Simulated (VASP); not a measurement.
A run of VASP 6.6.1 is set up as follows.

Contents of INCAR:

```
PREC = Accurate ; ENCUT = 520
EDIFF = 1E-6 ; ISMEAR = 0
SIGMA = 0.1 ; LREAL = False
LASPH = True ; NELM = 100
ALGO = Fast ; ISIF = 2
LWAVE = False ; LCHARG = False
GGA = PE ; NBANDS = 10
```

File KPOINTS:

```
Automatic mesh
0
Gamma
  16 16 16
```

POSCAR

```
Os
1.0
    0.0000000000      2.1263660083      2.1263660083
    2.1263660083      0.0000000000      2.1263660083
    2.1263660083      2.1263660083      0.0000000000
Os
1
Direct
    0.0000000000      0.0000000000      0.0000000000
```

Potentials or basis: VASP PAW PBE potentials, release 64 (Os).

Command:

```console
$ cat potpaw_PBE.64/Os/POTCAR > POTCAR
$ mpirun -np 1 vasp_std > vasp.out
```

(1) Predict the band gap on the k mesh.

(2) Estimate the pressure.

Answers

(1) zero (bands 4 and 5 overlap by 2.79 eV).

(2) -55.6 GPa.

Caveat: the cell differs from its parent crystal (Pt replaced by Os, lengths x 1.035, strained); the cell stands under tension; spin-orbit coupling is left out, which moves the levels of the heavy elements.
